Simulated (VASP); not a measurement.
# NbP (Cmcm) in VASP: single point with r2SCAN+rVV10

Aim: the single point of NbP with r2SCAN+rVV10.

All numbers are computed with VASP 6.6.1; they aren't measurements. Logs are shortened: lines on timing, memory, paths and dates and some standing lists are left out, and cuts for length are marked.

### Step 1. The cell of the first run

Symmetry: Cmcm, No. 63, orthorhombic system. The conventional cell has a = 3.204 Å, b = 8.887 Å, c = 4.311 Å, α = 90.00°, β = 90.00°, γ = 90.00°. Nb (site symmetry m2m) has 7 P at 2.51 to 2.70 Å and 4 Nb at 3.06 to 3.20 Å within 3.3 Å. P (site symmetry m2m) has 7 Nb at 2.51 to 2.70 Å and 4 P at 2.74 to 3.20 Å within 3.3 Å.

### Step 2. Single point, r2SCAN+rVV10

POSCAR

```
NbP
1.0
    1.6019186728     -4.4433810600      0.0000000000
    1.6019186728      4.4433810600      0.0000000000
    0.0000000000      0.0000000000      4.3106549869
Nb P
2 2
Direct
    0.3775336219      0.6224663781      0.7500000000
    0.6224663781      0.3775336219      0.2500000000
    0.9049248543      0.0950751457      0.2500000000
    0.0950751457      0.9049248543      0.7500000000
```

INCAR.step1

```
SYSTEM = NbP
  PREC = Accurate
  ENCUT = 520
  ISMEAR = -1
  SIGMA = 0.03
  LREAL = .FALSE.
  LASPH = .TRUE.
  NELM = 100
  NBANDS = 26
  GGA = PE
  ALGO = Normal
  EDIFF = 1E-4
  LWAVE = .TRUE.
  LCHARG = .FALSE.
```

INCAR.step2

```
SYSTEM = NbP
  PREC = Accurate
  ENCUT = 520
  EDIFF = 1E-6
  ISMEAR = -1
  SIGMA = 0.03
  LREAL = .FALSE.
  LASPH = .TRUE.
  NELM = 100
  ALGO = Normal
  ISIF = 2
  LWAVE = .FALSE.
  LCHARG = .FALSE.
  METAGGA = R2SCAN
  LMIXTAU = .TRUE.
  LUSE_VDW = .TRUE.
  IVDW_NL = 2
  BPARAM = 11.95
  CPARAM = 0.0093
  NBANDS = 26
  ISTART = 1
```

KPOINTS

```
regular mesh
0
G
  8 8 6
  0 0 0
```

Potentials or basis: VASP PAW PBE potentials, release 64 (Nb_sv, P).

Started as:

```bash
$ cat potpaw_PBE.64/Nb_sv/POTCAR potpaw_PBE.64/P/POTCAR > POTCAR
$ cp INCAR.step1 INCAR
$ mpirun -np 1 vasp_std > vasp.out
$ cp INCAR.step2 INCAR
$ mpirun -np 1 vasp_std > vasp.out
```

OUTCAR:

```text
SYSTEM = NbP
   PREC = Accurate
   ENCUT = 520
   EDIFF = 1E-6
   ISMEAR = -1
   LREAL = .FALSE.
   LASPH = .TRUE.
   NELM = 100
   ISIF = 2
   METAGGA = R2SCAN
   IVDW_NL = 2
   BPARAM = 11.95
   ISTART = 1

 ion  position               nearest neighbor table
   1  0.378  0.622  0.750-   4 2.51   4 2.51   4 2.51   3 2.70   3 2.70   3 2.70   3 2.70
   2  0.622  0.378  0.250-   3 2.51   3 2.51   3 2.51   4 2.70   4 2.70   4 2.70   4 2.70
   3  0.905  0.095  0.250-   2 2.51   2 2.51   2 2.51   1 2.70   1 2.70   1 2.70   1 2.70   4 2.74
                             4 2.74
   4  0.095  0.905  0.750-   1 2.51   1 2.51   1 2.51   2 2.70   2 2.70   2 2.70   2 2.70   3 2.74
                             3 2.74

  LATTYP: Found a base centered orthorhombic cell.
 ALAT       =     3.2038373456
 B/A-ratio  =     2.7737869191
 C/A-ratio  =     1.3454662400

  Lattice vectors:

 A1 = (   1.6019186728,  -4.4433810600,   0.0000000000)
 A2 = (   1.6019186728,   4.4433810600,   0.0000000000)
 A3 = (   0.0000000000,   0.0000000000,   4.3106549869)

Analysis of symmetry for initial positions (statically):
=====================================================================
 Subroutine PRICEL returns:
 Original cell was already a primitive cell.

 Routine SETGRP: Setting up the symmetry group for a
 base centered orthorhombic supercell.

 Subroutine GETGRP returns: Found  8 space group operations
 (whereof  4 operations were pure point group operations)
 out of a pool of  8 trial point group operations.

The static configuration has the point symmetry C_2h.
 The point group associated with its full space group is D_2h.

Analysis of symmetry for dynamics (positions and initial velocities):
=====================================================================
 Subroutine PRICEL returns:
 Original cell was already a primitive cell.

 Routine SETGRP: Setting up the symmetry group for a
 base centered orthorhombic supercell.

 Subroutine GETGRP returns: Found  8 space group operations
 (whereof  4 operations were pure point group operations)
 out of a pool of  8 trial point group operations.

The dynamic configuration has the point symmetry C_2h.
 The point group associated with its full space group is D_2h.

 Subroutine INISYM returns: Found  8 space group operations
 (whereof  4 operations are pure point group operations),
 and found     1 'primitive' translations

----------------------------------------------------------------------------------------

                                     Primitive cell

  volume of cell :      61.3659

  direct lattice vectors                    reciprocal lattice vectors
     1.601918673 -4.443381060  0.000000000     0.312125708 -0.112526923  0.000000000
     1.601918673  4.443381060  0.000000000     0.312125708  0.112526923  0.000000000
     0.000000000  0.000000000  4.310654987     0.000000000  0.000000000  0.231983307

  length of vectors
     4.723322843  4.723322843  4.310654987     0.331790244  0.331790244  0.231983307

  position of ions in fractional coordinates (direct lattice)
     0.377533622  0.622466378  0.750000000
     0.622466378  0.377533622  0.250000000
     0.904924854  0.095075146  0.250000000
     0.095075146  0.904924854  0.750000000

  ion indices of the primitive-cell ions
   primitive index   ion index
                 1           1
                 2           2
                 3           3
                 4           4

----------------------------------------------------------------------------------------

 KPOINTS: regular mesh

Automatic generation of k-mesh.
 Grid dimensions read from file:
 generate k-points for:    8    8    6

 Generating k-lattice:

  Cartesian coordinates                     Fractional coordinates (reciprocal lattice)
     0.039015714 -0.014065865  0.000000000     0.125000000  0.000000000  0.000000000
     0.039015714  0.014065865  0.000000000     0.000000000  0.125000000  0.000000000
     0.000000000  0.000000000  0.038663885     0.000000000  0.000000000  0.166666667

  Length of vectors
     0.041473781  0.041473781  0.038663885

  Shift w.r.t. Gamma in fractional coordinates (k-lattice)
     0.000000000  0.000000000  0.000000000

 Subroutine IBZKPT returns following result:
 ===========================================

 Found     84 irreducible k-points:

 Following reciprocal coordinates:
            Coordinates               Weight
  0.000000  0.000000  0.000000      1.000000
  0.125000  0.000000  0.000000      4.000000
  0.250000  0.000000  0.000000      4.000000
  0.375000  0.000000  0.000000      4.000000
  0.500000  0.000000  0.000000      2.000000
  0.125000  0.125000  0.000000      2.000000
[... 16 lines left out ...]
  0.125000  0.000000  0.166667      8.000000
  0.250000  0.000000  0.166667      8.000000
 [... further k-points ...]
   k-points           NKPTS =     84   k-points in BZ     NKDIM =     84   number of bands    NBANDS=     26
   number of dos      NEDOS =    301   number of ions     NIONS =      4
   total plane-waves  NPLWV =  41472
   dimension x,y,z NGX =    36 NGY =   36 NGZ =   32
   dimension x,y,z NGXF=    72 NGYF=   72 NGZF=   64
   ions per type =               2   2
   NGX,Y,Z   is equivalent  to a cutoff of  12.67, 12.67, 12.34 a.u.
   NGXF,Y,Z  is equivalent  to a cutoff of  25.34, 25.34, 24.68 a.u.
 SYSTEM =  NbP
   PREC   = accura    normal or accurate (medium, high low for compatibility)
   ISTART =      1    job   : 0-new  1-cont  2-samecut
   ICHARG =      0    charge: 1-file 2-atom 10-const
   ISPIN  =      1    spin polarized calculation?
   LNONCOLLINEAR =      F non collinear calculations
   LSORBIT =      F    spin-orbit coupling
   LASPH  =      T    aspherical Exc in radial PAW
   ENCUT  =  520.0 eV  38.22 Ry    6.18 a.u.   8.78  8.78  8.01*2*pi/ulx,y,z
   NELM   =    100;   NELMIN=  2; NELMDL=  0     # of ELM steps
   EDIFF  = 0.1E-05   stopping-criterion for ELM
   LREAL  =      F    real-space projection
   EDIFFG = 0.1E-04   stopping-criterion for IOM
   NSW    =      0    number of steps for IOM
   IBRION =     -1    ionic relax: 0-MD 1-quasi-New 2-CG
   NFREE  =      0    steps in history (QN), initial steepest desc. (CG)
   ISIF   =      2    stress and relaxation
   ISYM   =      2    0-nonsym 1-usesym 2-fastsym
   POTIM  = 0.5000    time-step for ionic-motion
   TEBEG  =    0.0;   TEEND  =   0.0 temperature during run
   PSTRESS=    0.0 pullay stress
   NELECT =      36.0000    total number of electrons
   NUPDOWN=      -1.0000    fix difference up-down
   EMIN   =  10.00;   EMAX   =-10.00  energy-range for DOS
   EFERMI =   0.00;   METHOD = LEGACY
   ISMEAR =    -1;   SIGMA  =   0.03  broadening in eV -4-tet -1-fermi 0-gaus
   EFERMI_NEDOS =   21; number of points for ismear=-14 and -15
   IALGO  =     38    algorithm
   IMIX   =      4    mixing-type and parameters
     AMIX     =   0.40;   BMIX     =  1.00
     AMIX_MAG =   1.60;   BMIX_MAG =  1.00
  volume/ion in A,a.u.               =      15.34       103.53
  Fermi-wavevector in a.u.,A,eV,Ry     =   1.370461  2.589795 25.553951  1.878162
  Thomas-Fermi vector in A             =   2.496245
   LORBIT       =      0    0 simple, 1 ext, 2 COOP (PROOUT), +10 PAW based schemes
   METAGGA = R2SCAN    functional components
   LHFCALC =     F    Hartree Fock is set to
   AEXX    =    0.0000 exact exchange contribution
   IVDW_NL    =     2    kernel type
   BPARAM     =11.9500
   IVDW    =     0    specifies the selected vdW correction
   LEPSILON=     F    determine dielectric tensor
   LRPA    =     F    only Hartree local field effects (RPA)
 non-spin polarized calculation
  energy-cutoff  :      520.00
  volume of cell :       61.37
 maximum number of plane-waves:      1672
   NGX = 17   NGY = 17   NGZ = 17

 number of electron      35.9999997 magnetization

 Free energy of the ion-electron system (eV)
  ---------------------------------------------------
  ext. energy  EPLUGINS =         0.00000000
  ---------------------------------------------------
  free energy    TOTEN  =       -70.38176425 eV

  energy without entropy =      -70.37479029  energy(sigma->0) =      -70.37827727

 E-fermi :  11.8271     XC(G=0): -13.1457

 val. band max:       11.8181138833   @ k =   0.1250   0.1250   0.1667
 cond. band min:      11.8519468598   @ k =   0.3750   0.1250   0.1667
 fundamental gap:      0.0338329765
 Fermi energy:        11.8270842509

 k-point     1 :       0.0000    0.0000    0.0000
  band No.  band energies     occupation
      1     -45.1498      2.00000
      2     -45.0733      2.00000
      3     -20.7931      2.00000
      4     -20.6849      2.00000
      5     -20.4133      2.00000
      6     -20.3769      2.00000
[... 18 lines left out ...]
     25      16.7271      0.00000
     26      16.8551      0.00000

 k-point     2 :       0.1250    0.0000    0.0000
  band No.  band energies     occupation
      1     -45.1436      2.00000
      2     -45.0699      2.00000
      3     -20.7792      2.00000
      4     -20.6703      2.00000
      5     -20.4514      2.00000
      6     -20.4255      2.00000
[... 18 lines left out ...]
     25      16.4232      0.00000
     26      17.4397      0.00000

 k-point     3 :       0.2500    0.0000    0.0000
  band No.  band energies     occupation
      1     -45.1285      2.00000
      2     -45.0620      2.00000
      3     -20.7468      2.00000
      4     -20.6342      2.00000
      5     -20.6121      2.00000
      6     -20.5320      2.00000
[... 18 lines left out ...]
     25      16.4060      0.00000
     26      17.5568      0.00000

 k-point     4 :       0.3750    0.0000    0.0000
  band No.  band energies     occupation
      1     -45.1129      2.00000
      2     -45.0543      2.00000
      3     -20.7690      2.00000
      4     -20.7301      2.00000
      5     -20.6313      2.00000
      6     -20.5958      2.00000
[... 18 lines left out ...]
     25      17.2578      0.00000
     26      17.6451      0.00000

 k-point     5 :       0.5000    0.0000    0.0000
  band No.  band energies     occupation
      1     -45.1063      2.00000
      2     -45.0513      2.00000
      3     -20.8323      2.00000
      4     -20.7487      2.00000
      5     -20.6460      2.00000
      6     -20.5791      2.00000
[... 18 lines left out ...]
     25      17.5515      0.00000
     26      17.6727      0.00000

 k-point     6 :       0.1250    0.1250    0.0000
  band No.  band energies     occupation
      1     -45.1302      2.00000
      2     -45.0603      2.00000
      3     -20.7522      2.00000
      4     -20.6422      2.00000
      5     -20.5983      2.00000
      6     -20.5466      2.00000
[... 427 lines left out ...]
 k-point    21 :       0.5000    0.5000    0.0000
  band No.  band energies     occupation
      1     -45.1299      2.00000
      2     -45.0925      2.00000
      3     -20.7149      2.00000
      4     -20.5890      2.00000
      5     -20.5446      2.00000
      6     -20.4243      2.00000
[... 18 lines left out ...]
     25      14.8323      0.00000
     26      16.5409      0.00000

 k-point    22 :       0.0000    0.0000    0.1667
  band No.  band energies     occupation
      1     -45.1445      2.00000
      2     -45.0783      2.00000
      3     -20.7744      2.00000
      4     -20.6793      2.00000
      5     -20.4281      2.00000
      6     -20.3747      2.00000
[... 18 lines left out ...]
     25      16.9585      0.00000
     26      17.0751      0.00000

 k-point    23 :       0.1250    0.0000    0.1667
  band No.  band energies     occupation
      1     -45.1385      2.00000
      2     -45.0747      2.00000
      3     -20.7655      2.00000
      4     -20.6655      2.00000
      5     -20.4516      2.00000
      6     -20.4295      2.00000
[... 18 lines left out ...]
     25      16.5344      0.00000
     26      17.3696      0.00000

 k-point    24 :       0.2500    0.0000    0.1667
  band No.  band energies     occupation
      1     -45.1239      2.00000
      2     -45.0663      2.00000
      3     -20.7409      2.00000
      4     -20.6493      2.00000
      5     -20.5949      2.00000
      6     -20.5300      2.00000
[... 18 lines left out ...]
     25      16.7316      0.00000
     26      17.4838      0.00000

 [... further k-points ...]
[... 5 lines left out ...]
  --------------------------------------------------------------------------------------
  -------------------------------------------------------------------------------------
  Total       -0.0684043     -0.1307752     -0.0071921      0.0000000      0.0000000      0.0000000
  in kB       -1.7859382     -3.4143540     -0.1877743      0.0000000      0.0000000      0.0000000
  external PRESSURE =      -1.7960221 kB  Pullay stress =       0.0000000 kB

 VOLUME and BASIS-vectors are now :
 -----------------------------------------------------------------------------
  energy-cutoff  :      520.00
  volume of cell :       61.37
      direct lattice vectors                 reciprocal lattice vectors
     1.601918673 -4.443381060  0.000000000     0.312125708 -0.112526923  0.000000000
     1.601918673  4.443381060  0.000000000     0.312125708  0.112526923  0.000000000
     0.000000000  0.000000000  4.310654987     0.000000000  0.000000000  0.231983307

 POSITION                                       TOTAL-FORCE (eV/Angst)
 -----------------------------------------------------------------------------------
      1.60192      1.08833      3.23299         0.000000     -0.018501      0.000000
      1.60192     -1.08833      1.07766         0.000000      0.018501     -0.000000
      1.60192     -3.59847      1.07766         0.000000     -0.005871      0.000000
      1.60192      3.59847      3.23299         0.000000      0.005871      0.000000
 -----------------------------------------------------------------------------------
    total drift:                                0.000000     -0.000000      0.000000

  FREE ENERGIE OF THE ION-ELECTRON SYSTEM (eV)
  ---------------------------------------------------
  free  energy   TOTEN  =       -70.3817642486 eV

  energy  without entropy=      -70.3747902877  energy(sigma->0) =      -70.37827727
```

Wall time 18 min (1 thread of AMD EPYC 7R13, shared host); peak memory 0.41 GiB.

What came out:

* Free energy: -70.3818 eV
* Pressure: -0.2 GPa
* Largest force: 0.019 eV/Å
* Band gap on the k mesh: zero (band 18 reaches 12.40 eV, above the bottom of band 19 at 11.21 eV)

Forces on the atoms (eV/Å):
```
Nb   0.000 -0.019  0.000
Nb   0.000  0.019  0.000
P    0.000 -0.006  0.000
P    0.000  0.006  0.000
```

Caveat: the PAW data sets were made with another functional, which shifts forces and pressure a little.
